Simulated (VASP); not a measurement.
# Si (Cmmm) in VASP: a series of runs

The runs below take Si through single point, with LDA.

Program: VASP 6.6.1. These are calculated values, not measurements. Logs are shortened: lines on timing, memory, paths and dates and some standing lists are left out, and cuts for length are marked.

**1. The cell of the first run**

Symmetry: Cmmm, No. 65, orthorhombic system. The conventional cell has a = 2.621 Å, b = 4.369 Å, c = 2.466 Å, α = 90.00°, β = 90.00°, γ = 90.00°. Within 3.3 Å of Si (site symmetry mmm) lie 8 Si at 2.47 to 2.62 Å.

**2. Single point, LDA (strain -0.0375 x Voigt [0, 1, 0, 0, 0, 0])**

INCAR

```
SYSTEM = Si
PREC = Accurate
ENCUT = 520
EDIFF = 1E-6
ISMEAR = 0
SIGMA = 0.15
LREAL = .FALSE.
LASPH = .TRUE.
NELM = 60
ALGO = Normal
ISIF = 2
LWAVE = .FALSE.
LCHARG = .FALSE.
NBANDS = 8
```

KPOINTS

```
regular mesh
0
G
  24 24 20
  0 0 0
```

POSCAR

```
Si
1.0
    2.6205428149      0.0000000000      0.0000000000
   -1.3102714075      2.1843520250      0.0000000000
    0.0000000000      0.0000000000      2.4663543900
Si
1
Direct
    0.0000000000      0.0000000000      0.0000000000
```

Potentials or basis: VASP PAW LDA potentials, release 64 (Si).

On the command line:

```bash
> cat potpaw_LDA.64/Si/POTCAR > POTCAR
> mpirun -np 1 vasp_std > vasp.out
```

OUTCAR:

```text
SYSTEM = Si
   PREC = Accurate
   ENCUT = 520
   EDIFF = 1E-6
   ISMEAR = 0
   LREAL = .FALSE.
   LASPH = .TRUE.
   NELM = 60
   ISIF = 2

 ion  position               nearest neighbor table
   1  0.000  0.000  0.000-

  Warning from LATTYP: Monoclinic adjustment (A1->A3, A2->A1, A3->A2)!
  LATTYP: Found a base centered orthorhombic cell.
 ALAT       =     2.6205428149
 B/A-ratio  =     1.6670989022
 C/A-ratio  =     0.9411616463

  Lattice vectors:

 A1 = (   1.3102714075,  -2.1843520250,   0.0000000000)
 A2 = (   1.3102714074,   2.1843520250,   0.0000000000)
 A3 = (   0.0000000000,   0.0000000000,   2.4663543900)

Analysis of symmetry for initial positions (statically):
=====================================================================
 Subroutine PRICEL returns:
 Original cell was already a primitive cell.

 Routine SETGRP: Setting up the symmetry group for a
 base centered orthorhombic supercell.

 Subroutine GETGRP returns: Found  8 space group operations
 (whereof  8 operations were pure point group operations)
 out of a pool of  8 trial point group operations.

The static configuration has the point symmetry D_2h.

Analysis of symmetry for dynamics (positions and initial velocities):
=====================================================================
 Subroutine PRICEL returns:
 Original cell was already a primitive cell.

 Routine SETGRP: Setting up the symmetry group for a
 base centered orthorhombic supercell.

 Subroutine GETGRP returns: Found  8 space group operations
 (whereof  8 operations were pure point group operations)
 out of a pool of  8 trial point group operations.

The dynamic configuration has the point symmetry D_2h.

 Subroutine INISYM returns: Found  8 space group operations
 (whereof  8 operations are pure point group operations),
 and found     1 'primitive' translations

----------------------------------------------------------------------------------------

                                     Primitive cell

  volume of cell :      14.1179

  direct lattice vectors                    reciprocal lattice vectors
     2.620542815  0.000000000  0.000000000     0.381600329  0.228900834  0.000000000
    -1.310271407  2.184352025  0.000000000     0.000000000  0.457801668  0.000000000
     0.000000000  0.000000000  2.466354390     0.000000000  0.000000000  0.405456736

  length of vectors
     2.620542815  2.547195503  2.466354390     0.444988093  0.457801668  0.405456736

  position of ions in fractional coordinates (direct lattice)
     0.000000000  0.000000000  0.000000000

  ion indices of the primitive-cell ions
   primitive index   ion index
                 1           1

----------------------------------------------------------------------------------------

 KPOINTS: regular mesh

Automatic generation of k-mesh.
 Grid dimensions read from file:
 generate k-points for:   24   24   20

 Generating k-lattice:

  Cartesian coordinates                     Fractional coordinates (reciprocal lattice)
     0.015900014  0.009537535  0.000000000     0.041666667  0.000000000  0.000000000
     0.000000000  0.019075069  0.000000000     0.000000000  0.041666667  0.000000000
     0.000000000  0.000000000  0.020272837     0.000000000  0.000000000  0.050000000

  Length of vectors
     0.018541171  0.019075069  0.020272837

  Shift w.r.t. Gamma in fractional coordinates (k-lattice)
     0.000000000  0.000000000  0.000000000

 Subroutine IBZKPT returns following result:
 ===========================================

 Found   1727 irreducible k-points:

 Following reciprocal coordinates:
            Coordinates               Weight
  0.000000  0.000000  0.000000      1.000000
  0.041667  0.000000  0.000000      4.000000
  0.083333 -0.000000  0.000000      4.000000
  0.125000 -0.000000  0.000000      4.000000
  0.166667 -0.000000  0.000000      4.000000
  0.208333 -0.000000  0.000000      4.000000
[... 16 lines left out ...]
  0.375000  0.041667  0.000000      4.000000
  0.416667  0.041667  0.000000      4.000000
 [... further k-points ...]
   k-points           NKPTS =   1727   k-points in BZ     NKDIM =   1727   number of bands    NBANDS=      8
   number of dos      NEDOS =    301   number of ions     NIONS =      1
   total plane-waves  NPLWV =   7200
   dimension x,y,z NGX =    20 NGY =   20 NGZ =   18
   dimension x,y,z NGXF=    40 NGYF=   40 NGZF=   36
   ions per type =               1
   NGX,Y,Z   is equivalent  to a cutoff of  12.69, 13.05, 12.13 a.u.
   NGXF,Y,Z  is equivalent  to a cutoff of  25.38, 26.11, 24.27 a.u.
 SYSTEM =  Si
   PREC   = accura    normal or accurate (medium, high low for compatibility)
   ISTART =      0    job   : 0-new  1-cont  2-samecut
   ICHARG =      2    charge: 1-file 2-atom 10-const
   ISPIN  =      1    spin polarized calculation?
   LNONCOLLINEAR =      F non collinear calculations
   LSORBIT =      F    spin-orbit coupling
   LASPH  =      T    aspherical Exc in radial PAW
   ENCUT  =  520.0 eV  38.22 Ry    6.18 a.u.   4.87  4.74  4.59*2*pi/ulx,y,z
   NELM   =     60;   NELMIN=  2; NELMDL= -5     # of ELM steps
   EDIFF  = 0.1E-05   stopping-criterion for ELM
   LREAL  =      F    real-space projection
   EDIFFG = 0.1E-04   stopping-criterion for IOM
   NSW    =      0    number of steps for IOM
   IBRION =     -1    ionic relax: 0-MD 1-quasi-New 2-CG
   NFREE  =      0    steps in history (QN), initial steepest desc. (CG)
   ISIF   =      2    stress and relaxation
   ISYM   =      2    0-nonsym 1-usesym 2-fastsym
   POTIM  = 0.5000    time-step for ionic-motion
   TEBEG  =    0.0;   TEEND  =   0.0 temperature during run
   PSTRESS=    0.0 pullay stress
   NELECT =       4.0000    total number of electrons
   NUPDOWN=      -1.0000    fix difference up-down
   EMIN   =  10.00;   EMAX   =-10.00  energy-range for DOS
   EFERMI =   0.00;   METHOD = LEGACY
   ISMEAR =     0;   SIGMA  =   0.15  broadening in eV -4-tet -1-fermi 0-gaus
   EFERMI_NEDOS =   21; number of points for ismear=-14 and -15
   IALGO  =     38    algorithm
   IMIX   =      4    mixing-type and parameters
     AMIX     =   0.40;   BMIX     =  1.00
     AMIX_MAG =   1.60;   BMIX_MAG =  1.00
  volume/ion in A,a.u.               =      14.12        95.27
  Fermi-wavevector in a.u.,A,eV,Ry     =   1.075239  2.031907 15.730227  1.156139
  Thomas-Fermi vector in A             =   2.211090
   LORBIT       =      0    0 simple, 1 ext, 2 COOP (PROOUT), +10 PAW based schemes
   GGA     = CA    functional components
   LHFCALC =     F    Hartree Fock is set to
   AEXX    =    0.0000 exact exchange contribution
   IVDW    =     0    specifies the selected vdW correction
   LEPSILON=     F    determine dielectric tensor
   LRPA    =     F    only Hartree local field effects (RPA)
 non-spin polarized calculation
 Gauss-broadening in eV      SIGMA  =   0.15
  energy-cutoff  :      520.00
  volume of cell :       14.12
 maximum number of plane-waves:       401
   NGX =  9   NGY =  9   NGZ =  9

 number of electron       4.0000000 magnetization

 Free energy of the ion-electron system (eV)
  ---------------------------------------------------
  ext. energy  EPLUGINS =         0.00000000
  ---------------------------------------------------
  free energy    TOTEN  =        -5.72821256 eV

  energy without entropy =       -5.72418031  energy(sigma->0) =       -5.72619643

 E-fermi :  10.1687     XC(G=0): -11.3019

 val. band max:       10.1659488259   @ k =   0.3333   0.1667   0.4500
 cond. band min:      10.1752458020   @ k =   0.2500   0.2083   0.1000
 fundamental gap:      0.0092969761
 Fermi energy:        10.1686893831

 k-point     1 :       0.0000    0.0000    0.0000
  band No.  band energies     occupation
      1      -4.2825      2.00000
      2      17.5055      0.00000
      3      17.7629      0.00000
      4      20.7586      0.00000
      5      21.5290      0.00000
      6      22.1114      0.00000
      7      23.4514      0.00000
      8      28.5601      0.00000

 k-point     2 :       0.0417    0.0000    0.0000
  band No.  band energies     occupation
      1      -4.2329      2.00000
      2      17.3718      0.00000
      3      17.8044      0.00000
      4      20.2819      0.00000
      5      20.8203      0.00000
      6      22.7680      0.00000
      7      23.7183      0.00000
      8      29.0455      0.00000

 k-point     3 :       0.0833   -0.0000    0.0000
  band No.  band energies     occupation
      1      -4.0839      2.00000
      2      16.8388      0.00000
      3      17.9291      0.00000
      4      19.3305      0.00000
      5      20.1387      0.00000
      6      23.0791      0.00000
      7      24.5781      0.00000
      8      30.3349      0.00000

 k-point     4 :       0.1250   -0.0000    0.0000
  band No.  band energies     occupation
      1      -3.8360      2.00000
      2      15.7276      0.00000
      3      18.1365      0.00000
      4      18.6948      0.00000
      5      19.4937      0.00000
      6      23.1055      0.00000
      7      25.7220      0.00000
      8      31.5050      0.00000

 k-point     5 :       0.1667   -0.0000    0.0000
  band No.  band energies     occupation
      1      -3.4896      2.00000
      2      14.2505      0.00000
      3      18.2900      0.00000
      4      18.4264      0.00000
      5      18.9347      0.00000
      6      23.1227      0.00000
      7      26.9802      0.00000
      8      32.2652      0.00000
[... 177 lines left out ...]
 k-point    22 :       0.3333    0.0417    0.0000
  band No.  band energies     occupation
      1      -0.6709      2.00000
      2       7.2786      2.00000
      3      15.6765      0.00000
      4      18.4562      0.00000
      5      20.7624      0.00000
      6      24.8865      0.00000
      7      27.9112      0.00000
      8      31.5173      0.00000

 k-point    23 :       0.3750    0.0417    0.0000
  band No.  band energies     occupation
      1       0.2011      2.00000
      2       5.8936      2.00000
      3      15.3793      0.00000
      4      18.3453      0.00000
      5      21.4563      0.00000
      6      25.6408      0.00000
      7      26.7905      0.00000
      8      30.8673      0.00000

 k-point    24 :       0.4167    0.0417    0.0000
  band No.  band energies     occupation
      1       1.1570      2.00000
      2       4.5956      2.00000
      3      15.1611      0.00000
      4      18.2844      0.00000
      5      22.1615      0.00000
      6      25.7988      0.00000
      7      26.4667      0.00000
      8      29.8961      0.00000

 [... further k-points ...]
[... 5 lines left out ...]
  --------------------------------------------------------------------------------------
  -------------------------------------------------------------------------------------
  Total        0.4038686      0.6615276     -0.0237234     -0.0000000      0.0000000      0.0000000
  in kB       45.8333184     75.0739302     -2.6922687     -0.0000000      0.0000000      0.0000000
  external PRESSURE =      39.4049933 kB  Pullay stress =       0.0000000 kB

 VOLUME and BASIS-vectors are now :
 -----------------------------------------------------------------------------
  energy-cutoff  :      520.00
  volume of cell :       14.12
      direct lattice vectors                 reciprocal lattice vectors
     2.620542815  0.000000000  0.000000000     0.381600329  0.228900834  0.000000000
    -1.310271407  2.184352025  0.000000000     0.000000000  0.457801668  0.000000000
     0.000000000  0.000000000  2.466354390     0.000000000  0.000000000  0.405456736

 POSITION                                       TOTAL-FORCE (eV/Angst)
 -----------------------------------------------------------------------------------
      0.00000      0.00000      0.00000        -0.000000      0.000000      0.000000
 -----------------------------------------------------------------------------------
    total drift:                                0.000000      0.000000      0.000000

  FREE ENERGIE OF THE ION-ELECTRON SYSTEM (eV)
  ---------------------------------------------------
  free  energy   TOTEN  =        -5.7282125583 eV

  energy  without entropy=       -5.7241803058  energy(sigma->0) =       -5.72619643
```

It took 75 s on 1 thread of AMD EPYC 9R45 (Zen 5), shared host; peak memory 0.23 GiB.

What came out:

```yaml
Free_energy: -5.7282 eV
Pressure: 3.9 GPa
Band_gap_on_the_k_mesh: zero (band 2 reaches 17.51 eV, above the bottom of band 3 at 5.56 eV)
```

Stress tensor (GPa, compression positive):
```
 4.58  0.00  0.00
 0.00  7.51  0.00
 0.00  0.00 -0.27
```

Caveat: the cell differs from its parent crystal (strain -0.0375 x Voigt [0, 1, 0, 0, 0, 0]).

(Continued in part 2 of 2.)
